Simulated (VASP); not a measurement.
# Al15CdN15 (a cell with a defect) in VASP: notebook

Runs on Al15CdN15 (a cell with a defect). Level: PBE. Tasks: single point.

All numbers are computed with VASP 6.6.1; they aren't measurements. Logs are shortened: lines on timing, memory, paths and dates and some standing lists are left out, and cuts for length are marked.

## (1) The cell of the first run

The cell holds a defect, 31 atoms: a = 6.260 Å, b = 6.260 Å, c = 10.035 Å, α = 90.00°, β = 90.00°, γ = 120.00°.

## (2) Single point, PBE

File INCAR:

```
SYSTEM = Al15CdN15
ALGO     = Normal         ! electronic algorithm
EDIFF    = 1E-6           ! SCF threshold, eV
ENCUT    = 520            ! plane-wave cutoff, eV
GGA      = PE             ! functional
GGA_COMPAT= .FALSE.      
ISIF     = 2              ! what is computed and relaxed
ISMEAR   = 0              ! smearing method
ISYM     = -1           
LASPH    = .TRUE.         ! aspherical terms in the spheres
LCHARG   = .TRUE.         ! write CHGCAR
LELF     = .TRUE.         ! ELF
LREAL    = Auto         
LVHAR    = .TRUE.       
LWAVE    = .FALSE.        ! write WAVECAR
NBANDS   = 87             ! bands
NELM     = 120            ! most SCF steps
PREC     = Accurate       ! precision mode
SIGMA    = 0.01           ! smearing width, eV
```

File KPOINTS:

```
explicit points
1
Reciprocal
  0.25000000   0.25000000   0.25000000 1
```

File POSCAR:

```
Al15CdN15
1.0
    6.2595139102      0.0000000601      0.0000000000
   -3.1297570100      5.4208980298      0.0000000000
    0.0000000000      0.0000000000     10.0348065900
Al Cd N
15 1 15
Direct
    0.3303357980      0.1698610753      0.2393493372
    0.3345020835      0.1661789074      0.7541597458
    0.1649080104      0.3358602713      0.9960135258
    0.3340527024      0.6713856311      0.2499865958
    0.1593946564      0.8175457626      0.5034294329
    0.3338523020      0.6641402043      0.7511896741
    0.1647584837      0.8336508273      1.0007032008
    0.8290862550      0.1662353418      0.2498776335
    0.6830846470      0.3413906743      0.5031149013
    0.8355667522      0.1663776869      0.7511375384
    0.6669055894      0.3358573152      1.0005922603
    0.8305559513      0.6691131745      0.2521430719
    0.6644784108      0.8364922192      0.5009850636
    0.8328201593      0.6682260878      0.7509643032
    0.6657024678      0.8350104429      1.0002835082
    0.2094672420      0.2911843421      0.4855682377
    0.1647227497      0.3364807535      0.1871786915
    0.3331473249      0.1677072854      0.9442028893
    0.1691597667      0.3297871919      0.7059930415
    0.3429841162      0.6895690666      0.4353432774
    0.1631652486      0.8334348207      0.1913454274
    0.3325569303      0.6725720757      0.9416222303
    0.1687320665      0.8324460980      0.6912226610
    0.8109885084      0.1576898740      0.4352244355
    0.6660001044      0.3357962759      0.1913818860
    0.8286259743      0.1684260164      0.9416156246
    0.6685953775      0.3327105912      0.6909783859
    0.8325496456      0.6683977119      0.4418412710
    0.6671337302      0.8330453873      0.1885634546
    0.8317032423      0.6690944248      0.9403231149
    0.6676368382      0.8324175076      0.6914814185
```

Potentials or basis: VASP PAW PBE potentials, release 64 (Al, Cd, N).

On the command line:

```sh
$ cat potpaw_PBE.64/Al/POTCAR potpaw_PBE.64/Cd/POTCAR potpaw_PBE.64/N/POTCAR > POTCAR
$ mpirun -np 1 vasp_std > vasp.out
```

OUTCAR:

```text
SYSTEM = Al15CdN15
   EDIFF = 1E-6
   ENCUT = 520
   GGA = PE
   ISIF = 2
   ISMEAR = 0
   ISYM = -1
   LASPH = .TRUE.
   LREAL = Auto
   NELM = 120
   PREC = Accurate

 ion  position               nearest neighbor table
   1  0.330  0.170  0.239-  17 1.88  25 1.88  21 1.89  16 2.80   7 3.01  11 3.01   3 3.03   8 3.13
                             4 3.13  12 3.13   4 3.13  12 3.13   8 3.14   9 3.27   5 3.27
   2  0.335  0.166  0.754-  19 1.85  18 1.91  23 1.92  27 1.92  16 3.02   3 3.05  11 3.06   7 3.06
                             6 3.12  10 3.12  14 3.13  14 3.13  10 3.14   6 3.14   5 3.15   9 3.15
   3  0.165  0.336  0.996-  18 1.90  26 1.90  22 1.91  17 1.92   1 3.03   6 3.03  10 3.04   2 3.05
                             7 3.12  11 3.12  15 3.13  15 3.13   4 3.13   8 3.13  11 3.14   7 3.14
   4  0.334  0.671  0.250-  20 1.86  21 1.90  29 1.91  17 1.92   7 3.08   5 3.08  15 3.08  13 3.09
                             8 3.10  12 3.12   1 3.13   3 3.13   1 3.13  12 3.14   8 3.16  16 3.16
   5  0.159  0.818  0.503-  20 1.83  28 1.88  23 1.89  16 2.83   9 2.98  14 3.05   6 3.06   4 3.08
                            12 3.09  13 3.10   2 3.15  13 3.16   1 3.27   9 3.28  16 3.47
   6  0.334  0.664  0.751-  19 1.87  23 1.91  31 1.91  22 1.91   3 3.03   5 3.06  15 3.08  13 3.09
                             7 3.10  14 3.11  10 3.12   2 3.12   2 3.14  10 3.14  14 3.15  16 3.37
   7  0.165  0.834  0.001-  22 1.88  18 1.90  30 1.90  21 1.91   1 3.01   2 3.06   4 3.08  14 3.09
                             6 3.10  12 3.11  11 3.12   3 3.12  15 3.13  15 3.13  11 3.14   3 3.14
   8  0.829  0.166  0.250-  24 1.86  25 1.90  29 1.91  17 1.93  11 3.08   9 3.08  15 3.08  13 3.09
                             4 3.10  12 3.12   1 3.13   3 3.13   1 3.14  12 3.14   4 3.16  16 3.16
   9  0.683  0.341  0.503-  24 1.83  28 1.88  27 1.89  16 2.83   5 2.98  14 3.05  10 3.06   8 3.08
                            12 3.08  13 3.10   2 3.15  13 3.16   1 3.27   5 3.28  16 3.47
  10  0.836  0.166  0.751-  19 1.86  27 1.90  31 1.91  26 1.91   3 3.04   9 3.06  15 3.08  13 3.08
                            11 3.10  14 3.11   6 3.12   2 3.12   2 3.14   6 3.14  14 3.15  16 3.37
  11  0.667  0.336  0.001-  26 1.88  18 1.90  30 1.91  25 1.91   1 3.01   2 3.06   8 3.08  14 3.09
                            10 3.10  12 3.10   7 3.12   3 3.12  15 3.13  15 3.13   3 3.14   7 3.14
  12  0.831  0.669  0.252-  29 1.89  21 1.90  28 1.90  25 1.91  13 3.08   9 3.08   5 3.09  15 3.10
                            11 3.10   7 3.11   4 3.12   8 3.12   1 3.13   1 3.13   8 3.14   4 3.14
  13  0.664  0.836  0.501-  24 1.86  20 1.87  31 1.91  28 1.92  10 3.08  12 3.08   6 3.09   8 3.09
                             4 3.09  14 3.10   9 3.10   5 3.10   5 3.16   9 3.16  16 3.17  16 3.17
  14  0.833  0.668  0.751-  31 1.88  30 1.90  27 1.92  23 1.92   5 3.05   9 3.05   7 3.09  11 3.09
                            15 3.09  13 3.10  10 3.11   6 3.11   2 3.13   2 3.13   6 3.15  10 3.15
  15  0.666  0.835  0.000-  29 1.89  30 1.90  22 1.90  26 1.90  10 3.08   6 3.08   8 3.08   4 3.08
                            14 3.09  12 3.10   7 3.13  11 3.13   3 3.13   3 3.13  11 3.13   7 3.13
  16  0.209  0.291  0.486-  19 2.25  20 2.26  24 2.26   1 2.80   9 2.83   5 2.83   2 3.02   4 3.16
                             8 3.16  13 3.17  13 3.17   6 3.37  10 3.37   5 3.47   9 3.47
  17  0.165  0.336  0.187-   1 1.88   3 1.92   4 1.92   8 1.93
  18  0.333  0.168  0.944-  11 1.90   3 1.90   7 1.90   2 1.91
  19  0.169  0.330  0.706-   2 1.85  10 1.86   6 1.87  16 2.25
  20  0.343  0.690  0.435-   5 1.83   4 1.86  13 1.87  16 2.26
  21  0.163  0.833  0.191-   1 1.89   4 1.90  12 1.90   7 1.91
  22  0.333  0.673  0.942-   7 1.88  15 1.90   3 1.91   6 1.91
  23  0.169  0.832  0.691-   5 1.89   6 1.91   2 1.92  14 1.92
  24  0.811  0.158  0.435-   9 1.83   8 1.86  13 1.86  16 2.26
  25  0.666  0.336  0.191-   1 1.88   8 1.90  12 1.91  11 1.91
  26  0.829  0.168  0.942-  11 1.88  15 1.90   3 1.90  10 1.91
  27  0.669  0.333  0.691-   9 1.89  10 1.90  14 1.92   2 1.92
[... 40 lines left out ...]
   PSTRESS=    0.0 pullay stress
   NELECT =     132.0000    total number of electrons
   NUPDOWN=      -1.0000    fix difference up-down
   EMIN   =  10.00;   EMAX   =-10.00  energy-range for DOS
   EFERMI =   0.00;   METHOD = LEGACY
   ISMEAR =     0;   SIGMA  =   0.01  broadening in eV -4-tet -1-fermi 0-gaus
   EFERMI_NEDOS =   21; number of points for ismear=-14 and -15
   IALGO  =     38    algorithm
   IMIX   =      4    mixing-type and parameters
     AMIX     =   0.40;   BMIX     =  1.00
     AMIX_MAG =   1.60;   BMIX_MAG =  1.00
  volume/ion in A,a.u.               =      10.98        74.12
  Fermi-wavevector in a.u.,A,eV,Ry     =   1.193693  2.255752 19.386971  1.424902
  Thomas-Fermi vector in A             =   2.329701
   LORBIT       =      0    0 simple, 1 ext, 2 COOP (PROOUT), +10 PAW based schemes
   GGA     = PE    functional components
   LHFCALC =     F    Hartree Fock is set to
   AEXX    =    0.0000 exact exchange contribution
   IVDW    =     0    specifies the selected vdW correction
   LEPSILON=     F    determine dielectric tensor
   LRPA    =     F    only Hartree local field effects (RPA)
 non-spin polarized calculation
 Gauss-broadening in eV      SIGMA  =   0.01
  energy-cutoff  :      520.00
  volume of cell :      340.50
 maximum number of plane-waves:      9148
 NGX is ok and might be reduce to    48
   NGX = 23   NGY = 23   NGZ = 37

 number of electron     131.9999993 magnetization

 Free energy of the ion-electron system (eV)
  ---------------------------------------------------
  ext. energy  EPLUGINS =         0.00000000
  ---------------------------------------------------
  free energy    TOTEN  =      -222.43945733 eV

  energy without entropy =     -222.43945733  energy(sigma->0) =     -222.43945733

 E-fermi :   6.2591     XC(G=0): -10.8628

 val. band max:        6.2023733771   @ k =   0.2500   0.2500   0.2500
 cond. band min:       9.3291767929   @ k =   0.2500   0.2500   0.2500
 fundamental gap:      3.1268034158
 Fermi energy:         6.2591226369

 k-point     1 :       0.2500    0.2500    0.2500
  band No.  band energies     occupation
      1      -8.8467      2.00000
      2      -8.4390      2.00000
      3      -8.2688      2.00000
      4      -8.1446      2.00000
      5      -7.9440      2.00000
      6      -7.7936      2.00000
[... 70 lines left out ...]
     77      12.5270      0.00000
     78      12.6782      0.00000
 [bands above 78 left out]

------------------------ aborting loop because EDIFF is reached ----------------------------------------

  FORCE on cell =-STRESS in cart. coord.  units (eV):
  Direction    XX          YY          ZZ          XY          YZ          ZX
  --------------------------------------------------------------------------------------
  -------------------------------------------------------------------------------------
  Total        3.8349007     -0.7160557     11.1321983     -3.8235426     -0.7076040      1.8043069
  in kB       18.0444584     -3.3692756     52.3806229    -17.9910148     -3.3295076      8.4898523
  external PRESSURE =      22.3519352 kB  Pullay stress =       0.0000000 kB

 VOLUME and BASIS-vectors are now :
 -----------------------------------------------------------------------------
  energy-cutoff  :      520.00
  volume of cell :      340.50
      direct lattice vectors                 reciprocal lattice vectors
     6.259513910  0.000000060  0.000000000     0.159756813  0.092235641  0.000000000
    -3.129757010  5.420898030  0.000000000    -0.000000002  0.184471279  0.000000000
     0.000000000  0.000000000 10.034806590     0.000000000  0.000000000  0.099653141

 POSITION                                       TOTAL-FORCE (eV/Angst)
 -----------------------------------------------------------------------------------
      1.53612      0.92080      2.40182        -0.002217     -0.004411     -0.000935
      1.57372      0.90084      7.56785        -0.021180      0.007891      0.013604
     -0.01892      1.82066      9.99480         0.015054     -0.000687     -0.010919
     -0.01027      3.63951      2.50857         0.006321     -0.003291     -0.001285
     -1.56099      4.43183      5.05182         0.005785     -0.036448     -0.005049
      0.01116      3.60024      7.53804        -0.006943     -0.008443      0.009232
[... 23 lines left out ...]
      3.11196      3.62709      9.43596        -0.022048      0.009143     -0.001961
      1.57382      4.51245      6.93888         0.009340     -0.000357     -0.010921
 -----------------------------------------------------------------------------------
    total drift:                               -0.004317      0.005086      0.023316

  FREE ENERGIE OF THE ION-ELECTRON SYSTEM (eV)
  ---------------------------------------------------
  free  energy   TOTEN  =      -222.4394573299 eV

  energy  without entropy=     -222.4394573299  energy(sigma->0) =     -222.43945733
```

It took 69 s on 1 thread of Intel Xeon Platinum 8488C (Sapphire Rapids), shared host; peak memory 0.42 GiB.

What came out:

| Item | Value |
| --- | --- |
| Free energy | -222.4395 eV |
| Pressure | 2.2 GPa |
| Largest force | 0.093 eV/Å |
| Band gap on the k mesh | 3.13 eV |

Forces on the atoms (eV/Å):
```
Al  -0.002 -0.004 -0.001
Al  -0.021  0.008  0.014
Al   0.015 -0.001 -0.011
Al   0.006 -0.003 -0.001
Al   0.006 -0.036 -0.005
Al  -0.007 -0.008  0.009
Al   0.024  0.001  0.001
Al   0.008  0.002 -0.003
Al   0.039  0.007  0.006
Al   0.004  0.007  0.006
Al   0.017 -0.013  0.004
Al  -0.003  0.001 -0.012
Al  -0.020  0.009 -0.001
Al  -0.019  0.009  0.010
Al   0.010 -0.005 -0.008
Cd   0.053 -0.026 -0.051
N   -0.027  0.017  0.009
N   -0.004 -0.006  0.000
N    0.015 -0.011  0.066
N   -0.003  0.089 -0.027
N    0.003 -0.002  0.007
N   -0.021 -0.001  0.012
N    0.009  0.007 -0.003
N   -0.072 -0.044 -0.031
N    0.002  0.003  0.011
N   -0.024  0.015  0.008
N    0.006 -0.003  0.001
N   -0.006 -0.005 -0.005
N    0.024 -0.015  0.007
N   -0.022  0.009 -0.002
N    0.009  0.000 -0.011
```

## (3) Single point, PBE

File INCAR:

```
SYSTEM = Al15CdN15
ALGO = Normal
EDIFF = 1E-6
ENCUT = 520
GGA = PE
GGA_COMPAT = .False.
ISIF = 2
ISMEAR = 0
ISYM = -1
LASPH = .True.
LCHARG = .True.
LELF = .True.
LREAL = Auto
LVHAR = .True.
LWAVE = .False.
NBANDS = 87
NELECT = 130.0
NELM = 120
PREC = Accurate
SIGMA = 0.01
```

KPOINTS is that of step 2.

File POSCAR:

```
Al15CdN15
1.0
    6.2595139102      0.0000000601      0.0000000000
   -3.1297570100      5.4208980298      0.0000000000
    0.0000000000      0.0000000000     10.0348065900
Al Cd N
15 1 15
Direct
    0.3322701658      0.1690879008      0.1877054376
    0.3375370930      0.1634744910      0.7613720192
    0.1616873844      0.3403317070      0.9952248257
    0.3370462938      0.6758561097      0.2465099085
    0.1457532093      0.7878454381      0.5122406184
    0.3403966755      0.6660002378      0.7542303886
    0.1588904063      0.8223349664      0.9980035645
    0.8256120905      0.1644387985      0.2464487021
    0.7145827530      0.3562243754      0.5123477938
    0.8355096716      0.1608298112      0.7543587980
    0.6794388893      0.3429192881      0.9982859128
    0.8308170009      0.6703959257      0.2484808663
    0.6636745088      0.8383325506      0.5037357515
    0.8315862359      0.6700301001      0.7534678168
    0.6667416926      0.8348172623      1.0014046626
    0.1823510913      0.3201539436      0.4937827418
    0.1638500534      0.3377153594      0.1910192760
    0.3339313180      0.1679221198      0.9551399409
    0.1743222719      0.3266585316      0.7092600395
    0.3494455493      0.7042933478      0.4324971345
    0.1612206678      0.8297301456      0.1892245473
    0.3342166779      0.6719068116      0.9412954804
    0.1707002158      0.8324968557      0.6933396778
    0.7978507707      0.1524171951      0.4324463366
    0.6713782986      0.3398837312      0.1893210255
    0.8297962685      0.1676477093      0.9414976635
    0.6685805242      0.3305008453      0.6934170025
    0.8305718238      0.6708296133      0.4416264885
    0.6678740324      0.8334752469      0.1885110438
    0.8311145465      0.6705247195      0.9392802296
    0.6690080853      0.8323303106      0.6910662243
```

Potentials or basis: VASP PAW PBE potentials, release 64 (Al, Cd, N).

On the command line:

```sh
$ cat potpaw_PBE.64/Al/POTCAR potpaw_PBE.64/Cd/POTCAR potpaw_PBE.64/N/POTCAR > POTCAR
$ mpirun -np 1 vasp_std > vasp.out
```

Run time: 85 s. Hardware: 1 thread of Intel Xeon Platinum 8488C (Sapphire Rapids), shared host; peak memory 0.42 GiB.

The run converged. Its results:

```
Free energy   : -235.6006 eV
Largest force : 0.101 eV/Å
```

Forces on the atoms (eV/Å):
```
Al   0.005  0.000 -0.012
Al   0.004 -0.003  0.000
Al  -0.003 -0.001  0.000
Al  -0.001  0.002  0.000
Al   0.003  0.000  0.011
Al  -0.002 -0.004  0.009
Al   0.002  0.001  0.000
Al  -0.003  0.005  0.000
Al   0.002 -0.002  0.013
Al   0.003  0.001  0.009
Al  -0.001 -0.005  0.003
Al   0.003 -0.003  0.001
Al  -0.001  0.002 -0.008
Al   0.002 -0.002  0.003
Al  -0.004  0.002  0.002
Cd   0.068 -0.040 -0.029
N   -0.012  0.006  0.004
N   -0.001  0.001 -0.018
N    0.000  0.001  0.101
N   -0.003  0.089 -0.038
N   -0.003 -0.009  0.008
N    0.002 -0.003 -0.002
N   -0.001  0.000 -0.001
N   -0.076 -0.046 -0.041
N    0.007  0.004  0.004
N    0.004  0.001 -0.004
N   -0.001  0.005  0.002
N   -0.004  0.002 -0.011
N    0.004 -0.002  0.000
N    0.002 -0.001 -0.006
N    0.004 -0.002 -0.001
```

Levels at points of the mesh, in eV from the Fermi level:
```csv
k point,band 61,band 62,band 63,band 64,band 65,band 66,band 67,band 68,band 69,band 70
"(0.25, 0.25, 0.25)",-0.81,-0.74,-0.64,-0.46,-0.06,1.38,4.07,4.76,5.05,5.17
```

Caveat: the cell carries a net charge on a neutralising background, which shifts energy and pressure; the cell is charged against a uniform background, so pressure and absolute levels hang on convention.

## (4) Single point, PBE

File INCAR:

```
SYSTEM = Al15CdN15
  PREC = Accurate
  ENCUT = 520
  EDIFF = 1E-6
  ISMEAR = 0
  SIGMA = 0.01
  LREAL = Auto
  LASPH = .True.
  NELM = 120
  ALGO = Normal
  ISIF = 2
  LWAVE = .False.
  LCHARG = .False.
  GGA = PE
  NBANDS = 87
  GGA_COMPAT = .False.
  ISYM = -1
```

KPOINTS is that of step 3.

File POSCAR:

```
Al15CdN15
1.0
    6.2595139128      0.0000000578      0.0000000000
   -3.1297570064      5.4208980350      0.0000000000
    0.0000000000      0.0000000000     10.0348065929
Al Cd N
15 1 15
Direct
    0.3303357980      0.1698610753      0.2393493372
    0.3345020835      0.1661789074      0.7541597458
    0.1649080104      0.3358602713      0.9960135258
    0.3340527024      0.6713856311      0.2499865958
    0.1593946564      0.8175457626      0.5034294329
    0.3338523020      0.6641402043      0.7511896741
    0.1647584837      0.8336508273      1.0007032008
    0.8290862550      0.1662353418      0.2498776335
    0.6830846470      0.3413906743      0.5031149013
    0.8355667522      0.1663776869      0.7511375384
    0.6669055894      0.3358573152      1.0005922603
    0.8305559513      0.6691131745      0.2521430719
    0.6644784108      0.8364922192      0.5009850636
    0.8328201593      0.6682260878      0.7509643032
    0.6657024678      0.8350104429      1.0002835082
    0.2094672420      0.2911843421      0.4855682377
    0.1647227497      0.3364807535      0.1871786915
    0.3331473249      0.1677072854      0.9442028893
    0.1691597667      0.3297871919      0.7059930415
    0.3429841162      0.6895690666      0.4353432774
    0.1631652486      0.8334348207      0.1913454274
    0.3325569303      0.6725720757      0.9416222303
    0.1687320665      0.8324460980      0.6912226610
    0.8109885084      0.1576898740      0.4352244355
    0.6660001044      0.3357962759      0.1913818860
    0.8286259743      0.1684260164      0.9416156246
    0.6685953775      0.3327105912      0.6909783859
    0.8325496456      0.6683977119      0.4418412710
    0.6671337302      0.8330453873      0.1885634546
    0.8317032423      0.6690944248      0.9403231149
    0.6676368382      0.8324175076      0.6914814185
```

On the command line:

```sh
$ cat potpaw_PBE.64/Al/POTCAR potpaw_PBE.64/Cd/POTCAR potpaw_PBE.64/N/POTCAR > POTCAR
$ mpirun -np 1 vasp_std > vasp.out
```

Wall time 78 s (1 thread of Intel Xeon Platinum 8488C (Sapphire Rapids), shared host); peak memory 0.42 GiB.

Results (log left out):

```yaml
Free_energy: -222.4395 eV
Pressure: 2.2 GPa
Largest_force: 0.093 eV/Å
Band_gap_on_the_k_mesh: 3.13 eV
```

Forces on the atoms (eV/Å):
```
Al  -0.002 -0.004 -0.001
Al  -0.021  0.008  0.014
Al   0.015 -0.001 -0.011
Al   0.006 -0.003 -0.001
Al   0.006 -0.036 -0.005
Al  -0.007 -0.008  0.009
Al   0.024  0.001  0.001
Al   0.008  0.002 -0.003
Al   0.039  0.007  0.006
Al   0.004  0.007  0.006
Al   0.017 -0.013  0.004
Al  -0.003  0.001 -0.012
Al  -0.020  0.009 -0.001
Al  -0.019  0.009  0.010
Al   0.010 -0.005 -0.008
Cd   0.053 -0.026 -0.051
N   -0.027  0.017  0.009
N   -0.004 -0.006  0.000
N    0.015 -0.011  0.066
N   -0.003  0.089 -0.027
N    0.003 -0.002  0.007
N   -0.021 -0.001  0.012
N    0.009  0.007 -0.003
N   -0.072 -0.044 -0.031
N    0.002  0.003  0.011
N   -0.024  0.015  0.008
N    0.006 -0.003  0.001
N   -0.006 -0.005 -0.005
N    0.024 -0.015  0.007
N   -0.022  0.009 -0.002
N    0.009  0.000 -0.011
```

Stress tensor (GPa, compression positive):
```
 1.80 -1.80  0.85
-1.80 -0.34 -0.33
 0.85 -0.33  5.24
```

Levels at points of the mesh, in eV from the valence-band top:
| k point | band 64 | band 65 | band 66 | band 67 | band 68 | band 69 |
| --- | --- | --- | --- | --- | --- | --- |
| (0.25, 0.25, 0.25) | -0.99 | -0.37 | 0.00 | 3.13 | 3.67 | 4.37 |
